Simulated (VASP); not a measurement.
# Al (P-3m1) in VASP: further runs

The runs below take Al through single point, with PBE.

Program: VASP 6.6.1. These are calculated values, not measurements. Logs are shortened: lines on timing, memory, paths and dates and some standing lists are left out, and cuts for length are marked.

### Step 1. The cell of the first run

It takes space group P-3m1 (No. 164, trigonal). Conventional cell: a = 2.862 Å, b = 2.862 Å, c = 15.523 Å, α = 90.00°, β = 90.00°, γ = 120.00°. Al (site symmetry 3m) has 9 Al at 2.86 Å within 3.8 Å. Al (site symmetry 3m) has 12 Al at 2.86 Å within 3.8 Å. Al (site symmetry 3m) has 12 Al at 2.86 Å within 3.8 Å.

### Step 2. Single point, PBE (the distance across one plane changed)

INCAR

```
  PREC = Accurate
  ENCUT = 520
  EDIFF = 1E-7
  ISMEAR = 0
  SIGMA = 0.15
  LREAL = False
  LASPH = True
  NELM = 100
  ALGO = Fast
  ISIF = 2
  LWAVE = False
  LCHARG = False
  GGA = PE
  NBANDS = 18
```

KPOINTS

```
regular mesh
0
Gamma
  19 19 4
```

POSCAR

```
Al
1.0
    2.0239800000     -2.0239800000      0.0000000000
    2.0239800000      0.0000000000     -2.0239800000
    8.9619454038      8.9619454038      8.9619454038
Al
6
Direct
    0.6666666667      0.6666666667      0.0752654739
    0.0000000000      0.0000000000      0.8280707741
    0.3333333333      0.3333333333      0.2258265340
    0.6666666667      0.6666666667      0.5269486540
    0.0000000000      0.0000000000      0.3763875940
    0.3333333333      0.3333333333      0.6775097141
```

Potentials or basis: VASP PAW PBE potentials, release 64 (Al).

On the command line:

```bash
> cat potpaw_PBE.64/Al/POTCAR > POTCAR
> mpirun -np 1 vasp_std > vasp.out
```

OUTCAR:

```text
PREC = Accurate
   ENCUT = 520
   EDIFF = 1E-7
   ISMEAR = 0
   LREAL = False
   LASPH = True
   NELM = 100
   ISIF = 2
   GGA = PE

 ion  position               nearest neighbor table
   1  0.667  0.667  0.075-   3 2.86   3 2.86   3 2.86
   2  0.000  0.000  0.828-   6 2.86   6 2.86   6 2.86
   3  0.333  0.333  0.226-   5 2.86   5 2.86   5 2.86   1 2.86   1 2.86   1 2.86
   4  0.667  0.667  0.527-   5 2.86   5 2.86   5 2.86   6 2.86   6 2.86   6 2.86
   5  0.000  0.000  0.376-   3 2.86   4 2.86   4 2.86   4 2.86   3 2.86   3 2.86
   6  0.333  0.333  0.678-   2 2.86   2 2.86   2 2.86   4 2.86   4 2.86   4 2.86

  LATTYP: Found a hexagonal cell.
 ALAT       =     2.8623399660
 C/A-ratio  =     5.4230262508

  Lattice vectors:

 A1 = (  -2.0239800000,   0.0000000000,   2.0239800000)
 A2 = (   2.0239800000,  -2.0239800000,   0.0000000000)
 A3 = (   8.9619454038,   8.9619454038,   8.9619454038)

Analysis of symmetry for initial positions (statically):
=====================================================================
 Subroutine PRICEL returns:
 Original cell was already a primitive cell.

 Routine SETGRP: Setting up the symmetry group for a
 hexagonal supercell.

 Subroutine GETGRP returns: Found 12 space group operations
 (whereof  6 operations were pure point group operations)
 out of a pool of 24 trial point group operations.

The static configuration has the point symmetry C_3v.
 The point group associated with its full space group is D_3d.

Analysis of symmetry for dynamics (positions and initial velocities):
=====================================================================
 Subroutine PRICEL returns:
 Original cell was already a primitive cell.

 Routine SETGRP: Setting up the symmetry group for a
 hexagonal supercell.

 Subroutine GETGRP returns: Found 12 space group operations
 (whereof  6 operations were pure point group operations)
 out of a pool of 24 trial point group operations.

The dynamic configuration has the point symmetry C_3v.
 The point group associated with its full space group is D_3d.

 Subroutine INISYM returns: Found 12 space group operations
 (whereof  6 operations are pure point group operations),
 and found     1 'primitive' translations

[... 103 lines left out ...]
   LREAL  =      F    real-space projection
   EDIFFG = 0.1E-05   stopping-criterion for IOM
   NSW    =      0    number of steps for IOM
   IBRION =     -1    ionic relax: 0-MD 1-quasi-New 2-CG
   NFREE  =      0    steps in history (QN), initial steepest desc. (CG)
   ISIF   =      2    stress and relaxation
   ISYM   =      2    0-nonsym 1-usesym 2-fastsym
   POTIM  = 0.5000    time-step for ionic-motion
   TEBEG  =    0.0;   TEEND  =   0.0 temperature during run
   PSTRESS=    0.0 pullay stress
   NELECT =      18.0000    total number of electrons
   NUPDOWN=      -1.0000    fix difference up-down
   EMIN   =  10.00;   EMAX   =-10.00  energy-range for DOS
   EFERMI =   0.00;   METHOD = LEGACY
   ISMEAR =     0;   SIGMA  =   0.15  broadening in eV -4-tet -1-fermi 0-gaus
   EFERMI_NEDOS =   21; number of points for ismear=-14 and -15
   IALGO  =     68    algorithm
   IMIX   =      4    mixing-type and parameters
     AMIX     =   0.40;   BMIX     =  1.00
     AMIX_MAG =   1.60;   BMIX_MAG =  1.00
  volume/ion in A,a.u.               =      18.36       123.87
  Fermi-wavevector in a.u.,A,eV,Ry     =   0.895063  1.691424 10.900145  0.801138
  Thomas-Fermi vector in A             =   2.017348
   LORBIT       =      0    0 simple, 1 ext, 2 COOP (PROOUT), +10 PAW based schemes
   GGA     = PE    functional components
   LHFCALC =     F    Hartree Fock is set to
   AEXX    =    0.0000 exact exchange contribution
   IVDW    =     0    specifies the selected vdW correction
   LEPSILON=     F    determine dielectric tensor
   LRPA    =     F    only Hartree local field effects (RPA)
 non-spin polarized calculation
 RMM-DIIS sequential band-by-band and
 Gauss-broadening in eV      SIGMA  =   0.15
  energy-cutoff  :      520.00
  volume of cell :      110.14
 maximum number of plane-waves:      2997
 NGX is ok and might be reduce to    24
   NGX = 11   NGY = 11   NGZ = 57

 number of electron      18.0000000 magnetization

 Free energy of the ion-electron system (eV)
  ---------------------------------------------------
  ext. energy  EPLUGINS =         0.00000000
  ---------------------------------------------------
  free energy    TOTEN  =       -21.91291822 eV

  energy without entropy =      -21.87979608  energy(sigma->0) =      -21.89635715

 E-fermi :   6.8257     XC(G=0):  -9.7064

 val. band max:        6.8222563987   @ k =   0.4211   0.0526   0.5000
 cond. band min:       6.8305678735   @ k =  -0.4211   0.2105   0.5000
 fundamental gap:      0.0083114748
 Fermi energy:         6.8256751437

 k-point     1 :       0.0000    0.0000    0.0000
  band No.  band energies     occupation
      1      -4.1061      2.00000
      2      -3.5907      2.00000
      3      -2.8457      2.00000
      4      -1.6027      2.00000
      5      -0.4758      2.00000
      6       1.6532      2.00000
[... 481 lines left out ...]
      5       2.8713      2.00000
      6       4.8189      2.00000
[... 10 lines left out ...]
     17      11.0823      0.00000
     18      11.6487      0.00000

 [... further k-points ...]

------------------------ aborting loop because EDIFF is reached ----------------------------------------

  FORCE on cell =-STRESS in cart. coord.  units (eV):
  Direction    XX          YY          ZZ          XY          YZ          ZX
  --------------------------------------------------------------------------------------
  -------------------------------------------------------------------------------------
  Total       -1.2439589     -1.2439589     -1.2439589      0.2348665      0.2348665      0.2348665
  in kB      -18.0959183    -18.0959183    -18.0959183      3.4166121      3.4166121      3.4166121
  external PRESSURE =     -18.0959183 kB  Pullay stress =       0.0000000 kB

 VOLUME and BASIS-vectors are now :
 -----------------------------------------------------------------------------
  energy-cutoff  :      520.00
  volume of cell :      110.14
      direct lattice vectors                 reciprocal lattice vectors
     2.023980000 -2.023980000  0.000000000     0.164692009 -0.329384019  0.164692009
     2.023980000  0.000000000 -2.023980000     0.164692009  0.164692009 -0.329384019
     8.961945404  8.961945404  8.961945404     0.037194305  0.037194305  0.037194305

 POSITION                                       TOTAL-FORCE (eV/Angst)
 -----------------------------------------------------------------------------------
      3.37317     -0.67479     -0.67479        -0.161367     -0.161367     -0.161367
      7.42113      7.42113      7.42113         0.161367      0.161367      0.161367
      3.37317      1.34919      1.34919         0.028506      0.028506      0.028506
      7.42113      3.37317      3.37317         0.004586      0.004586      0.004586
      3.37317      3.37317      3.37317        -0.004586     -0.004586     -0.004586
      7.42113      5.39715      5.39715        -0.028506     -0.028506     -0.028506
 -----------------------------------------------------------------------------------
    total drift:                                0.000001      0.000001      0.000001

  FREE ENERGIE OF THE ION-ELECTRON SYSTEM (eV)
  ---------------------------------------------------
  free  energy   TOTEN  =       -21.9129182161 eV

  energy  without entropy=      -21.8797960776  energy(sigma->0) =      -21.89635715
```

stdout:

```text
POSCAR found type information on POSCAR Al
 POSCAR found :  1 types and       6 ions
 scaLAPACK will be used
 LDA part: xc-table for (Slater+PW92), standard interpolation
 POSCAR, INCAR and KPOINTS ok, starting setup
 FFT: planning ... GRIDC
 FFT: planning ... GRID_SOFT
 FFT: planning ... GRID
 WAVECAR not read
 entering main loop
```

Run time: 4.5 min. Hardware: 1 thread of Intel Xeon Platinum 8488C (Sapphire Rapids), shared host; peak memory 0.38 GiB.

What came out:

```yaml
Free_energy: -21.9129 eV
Pressure: -1.8 GPa
Largest_force: 0.279 eV/Å
Band_gap_on_the_k_mesh: zero (bands 9 and 10 overlap by 3.98 eV)
```

Forces in eV/Å, atoms in the order of the input:
```
Al  -0.161 -0.161 -0.161
Al   0.161  0.161  0.161
Al   0.029  0.029  0.029
Al   0.005  0.005  0.005
Al  -0.005 -0.005 -0.005
Al  -0.029 -0.029 -0.029
```

Stress tensor (GPa, compression positive):
```
-1.81  0.34  0.34
 0.34 -1.81  0.34
 0.34  0.34 -1.81
```

Levels at points of the mesh, in eV from the Fermi level:
```csv
k point,band 5,band 6,band 7,band 8,band 9,band 10,band 11,band 12
"(0.00, 0.00, 0.00)",-7.30,-5.17,-4.14,-0.97,-0.03,4.32,4.83,10.26
"(0.00, 0.00, 0.50)",-6.97,-5.75,-3.28,-2.14,1.57,2.29,7.25,7.58
```

Caveat: the cell differs from its parent crystal (the distance across one plane changed).

### Step 3. Single point, PBE (the distance across one plane changed)

INCAR

```
SYSTEM = Al
  ALGO = Fast
  EDIFF = 1E-7
  ENCUT = 520
  GGA = PE
  ISIF = 2
  ISMEAR = 0
  LASPH = .True.
  LCHARG = .True.
  LELF = .True.
  LREAL = .False.
  LVHAR = .True.
  LWAVE = .False.
  NBANDS = 18
  NELM = 60
  PREC = Accurate
  SIGMA = 0.15
```

KPOINTS

```
k-points
0
Gamma
  19 19 4
  0 0 0
```

POSCAR

```
Al
1.0
    2.0239800000     -2.0239800000      0.0000000000
    2.0239800000      0.0000000000     -2.0239800000
    9.2506205384      9.2506205384      9.2506205384
Al
6
Direct
    0.6666666667      0.6666666667      0.0729167373
    0.0000000000      0.0000000000      0.8022299734
    0.3333333333      0.3333333333      0.2187793845
    0.6666666667      0.6666666667      0.5105046789
    0.0000000000      0.0000000000      0.3646420317
    0.3333333333      0.3333333333      0.6563673261
```

Potentials or basis: VASP PAW PBE potentials, release 64 (Al).

On the command line:

```bash
> cat potpaw_PBE.64/Al/POTCAR > POTCAR
> mpirun -np 1 vasp_std > vasp.out
```

Run time: 5.5 min. Hardware: 1 thread of Intel Xeon Platinum 8488C (Sapphire Rapids), shared host; peak memory 0.38 GiB.

Results (log left out):

- Free energy: -21.8248 eV
- Pressure: -1.6 GPa
- Largest force: 0.164 eV/Å
- Band gap on the k mesh: zero (bands 9 and 10 overlap by 3.80 eV)

Forces on the atoms (eV/Å):
```
Al  -0.095 -0.095 -0.095
Al   0.095  0.095  0.095
Al   0.030  0.030  0.030
Al   0.009  0.009  0.009
Al  -0.009 -0.009 -0.009
Al  -0.030 -0.030 -0.030
```

Stress tensor (GPa, compression positive):
```
-1.61  0.54  0.54
 0.54 -1.61  0.54
 0.54  0.54 -1.61
```

Levels at points of the mesh, in eV from the Fermi level:
| k point | band 6 | band 7 | band 8 | band 9 | band 10 | band 11 |
| --- | --- | --- | --- | --- | --- | --- |
| (0.00, 0.00, 0.00) | -5.29 | -3.97 | -1.21 | 0.00 | 3.87 | 4.44 |
| (0.00, 0.00, 0.50) | -5.60 | -3.45 | -2.01 | 1.23 | 2.13 | 6.67 |

Caveat: the cell differs from its parent crystal (the distance across one plane changed).

### Step 4. Single point, PBE (the distance across one plane changed)

INCAR

```
SYSTEM = Al
ALGO     = Fast           ! electronic algorithm
EDIFF    = 1E-6           ! SCF threshold, eV
ENCUT    = 520            ! plane-wave cutoff, eV
GGA      = PE             ! functional
ISIF     = 2              ! what is computed and relaxed
ISMEAR   = 0              ! smearing method
LASPH    = .TRUE.         ! aspherical terms in the spheres
LCHARG   = .FALSE.        ! write CHGCAR
LREAL    = .FALSE.        ! projectors in reciprocal space
LWAVE    = .FALSE.        ! write WAVECAR
NBANDS   = 18             ! bands
NELM     = 80             ! most SCF steps
PREC     = Accurate       ! precision mode
SIGMA    = 0.15           ! smearing width, eV
```

KPOINTS

```
k-points
0
G
  19 19 4
  0 0 0
```

POSCAR

```
Al
1.0
    2.0239800000     -2.0239800000      0.0000000000
    2.0239800000      0.0000000000     -2.0239800000
    9.8279708076      9.8279708076      9.8279708076
Al
6
Direct
    0.6666666667      0.6666666667      0.0686331982
    0.0000000000      0.0000000000      0.7551024737
    0.3333333333      0.3333333333      0.2059270533
    0.6666666667      0.6666666667      0.4805147635
    0.0000000000      0.0000000000      0.3432209084
    0.3333333333      0.3333333333      0.6178086186
```

On the command line:

```bash
> cat potpaw_PBE.64/Al/POTCAR > POTCAR
> mpirun -np 1 vasp_std > vasp.out
```

Wall time 5.6 min (1 thread of Intel Xeon Platinum 8488C (Sapphire Rapids), shared host); peak memory 0.4 GiB.

Results (log left out):

```yaml
Free_energy: -21.7640 eV
Pressure: -1.4 GPa
Largest_force: 0.062 eV/Å
Band_gap_on_the_k_mesh: zero (bands 9 and 10 overlap by 3.55 eV)
```

Forces in eV/Å, atoms in the order of the input:
```
Al  -0.036 -0.036 -0.036
Al   0.036  0.036  0.036
Al   0.029  0.029  0.029
Al   0.012  0.012  0.012
Al  -0.012 -0.012 -0.012
Al  -0.029 -0.029 -0.029
```

Stress tensor (GPa, compression positive):
```
-1.35  0.70  0.70
 0.70 -1.35  0.70
 0.70  0.70 -1.35
```

Levels at points of the mesh, in eV from the Fermi level:
| k point | band 6 | band 7 | band 8 | band 9 | band 10 | band 11 |
| --- | --- | --- | --- | --- | --- | --- |
| (0.00, 0.00, 0.00) | -5.40 | -3.79 | -1.47 | 0.17 | 3.26 | 3.91 |
| (0.00, 0.00, 0.50) | -5.48 | -3.63 | -1.79 | 0.82 | 2.04 | 5.81 |

Caveat: the cell differs from its parent crystal (the distance across one plane changed).

### Step 5. Single point, PBE (the distance across one plane changed)

INCAR

```
  ALGO = Fast
  EDIFF = 1E-6
  ENCUT = 520
  GGA = PE
  ISIF = 2
  ISMEAR = 0
  LASPH = True
  LCHARG = True
  LELF = True
  LREAL = False
  LVHAR = True
  LWAVE = False
  NBANDS = 18
  NELM = 100
  PREC = Accurate
  SIGMA = 0.15
```

KPOINTS

```
k-points
0
Gamma
  19 19 4
```

POSCAR

```
Al
1.0
    2.0239800000     -2.0239800000      0.0000000000
    2.0239800000      0.0000000000     -2.0239800000
   10.6939962114     10.6939962114     10.6939962114
Al
6
Direct
    0.6666666667      0.6666666667      0.0630751175
    0.0000000000      0.0000000000      0.6939524684
    0.3333333333      0.3333333333      0.1892505877
    0.6666666667      0.6666666667      0.4416015281
    0.0000000000      0.0000000000      0.3154260579
    0.3333333333      0.3333333333      0.5677769982
```

On the command line:

```bash
> cat potpaw_PBE.64/Al/POTCAR > POTCAR
> mpirun -np 1 vasp_std > vasp.out
```

It took 6.5 min on 1 thread of Intel Xeon Platinum 8488C (Sapphire Rapids), shared host; peak memory 0.43 GiB.

Results (log left out):

- Free energy: -21.7525 eV
- Pressure: -1.2 GPa
- Largest force: 0.050 eV/Å
- Band gap on the k mesh: zero (bands 9 and 10 overlap by 3.39 eV)

Forces on the atoms (eV/Å):
```
Al  -0.023 -0.023 -0.023
Al   0.023  0.023  0.023
Al   0.029  0.029  0.029
Al   0.012  0.012  0.012
Al  -0.012 -0.012 -0.012
Al  -0.029 -0.029 -0.029
```

Stress tensor (GPa, compression positive):
```
-1.21  0.68  0.68
 0.68 -1.21  0.68
 0.68  0.68 -1.21
```

Levels at points of the mesh, in eV from the Fermi level:
```
           k point  band 6  band 7  band 8  band 9  band 10  band 11
(0.00, 0.00, 0.00)   -5.44   -3.73   -1.60    0.35     2.78     3.47
(0.00, 0.00, 0.50)   -5.45   -3.70   -1.67    0.57     2.09     4.96
```

Caveat: the cell differs from its parent crystal (the distance across one plane changed).

(Part 1 of 2 ends here.)
